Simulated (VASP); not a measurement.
Write the native input for VASP 6.6.1 that does the following.

- Task: single point
- Functional: r2SCAN
- Potentials or basis: VASP PAW PBE potentials, release 64 (Na_pv, F)
- Cutoff: 520 eV
- k mesh: 8 × 8 × 8
- Occupations: gaussian, width 0.05 eV
- Spin: no spin polarisation
- Dipole correction: no
- Further INCAR settings: ALGO = Normal; EDIFF = 1e-07; NBANDS = 14

Crystal: NaF.

```xyz
2
Lattice="0.0000 2.2536 2.3233 2.2536 0.0000 2.3233 2.2536 2.2536 0.0000" Properties=species:S:1:pos:R:3 pbc="T T T"
Na    0.0000    0.0000    0.0000
F     2.2536    2.2536    2.3233
```

This cell differs from its parent crystal: strain -0.030 along x and y, +0.000 along z.

The input as run:

POSCAR

```
NaF
1.0
    0.0000000000      2.2536010000      2.3233000000
    2.2536010000      0.0000000000      2.3233000000
    2.2536010000      2.2536010000      0.0000000000
Na F
1 1
Direct
    0.0000000000      0.0000000000      0.0000000000
    0.5000000000      0.5000000000      0.5000000000
```

INCAR.step1

```
SYSTEM = NaF
ALGO     = Normal         ! electronic algorithm
EDIFF    = 1E-4           ! SCF threshold, eV
ENCUT    = 520            ! plane-wave cutoff, eV
GGA      = PE             ! functional
ISMEAR   = 0              ! smearing method
LASPH    = .TRUE.         ! aspherical terms in the spheres
LCHARG   = .FALSE.        ! write CHGCAR
LREAL    = .FALSE.        ! projectors in reciprocal space
LWAVE    = .TRUE.         ! write WAVECAR
NBANDS   = 14             ! bands
NELM     = 80             ! most SCF steps
PREC     = Accurate       ! precision mode
SIGMA    = 0.05           ! smearing width, eV
```

INCAR.step2

```
SYSTEM = NaF
ALGO     = Normal         ! electronic algorithm
EDIFF    = 1E-7           ! SCF threshold, eV
ENCUT    = 520            ! plane-wave cutoff, eV
ISIF     = 2              ! what is computed and relaxed
ISMEAR   = 0              ! smearing method
ISTART   = 1            
LASPH    = .TRUE.         ! aspherical terms in the spheres
LCHARG   = .FALSE.        ! write CHGCAR
LMIXTAU  = .TRUE.       
LREAL    = .FALSE.        ! projectors in reciprocal space
LWAVE    = .FALSE.        ! write WAVECAR
METAGGA  = R2SCAN         ! meta-GGA
NBANDS   = 14             ! bands
NELM     = 80             ! most SCF steps
PREC     = Accurate       ! precision mode
SIGMA    = 0.05           ! smearing width, eV
```

KPOINTS

```
k-points
0
G
  8 8 8
  0 0 0
```

Potentials or basis: VASP PAW PBE potentials, release 64 (Na_pv, F).

Command:

```console
$ cat potpaw_PBE.64/Na_pv/POTCAR potpaw_PBE.64/F/POTCAR > POTCAR
$ cp INCAR.step1 INCAR
$ mpirun -np 1 vasp_std > vasp.out
$ cp INCAR.step2 INCAR
$ mpirun -np 1 vasp_std > vasp.out
```

Results of the run:

```yaml
Pressure: 1.0 GPa
Band_gap_on_the_k_mesh: 7.47 eV, direct
```

Caveat: the cell differs from its parent crystal (strain -0.030 along x and y, +0.000 along z); the PAW data sets were made with another functional, which shifts forces and pressure a little.

It took 23 s on 1 thread of Intel(R) Xeon(R) 6975P-C (Granite Rapids) (shared host), peak memory 0.14 GiB.
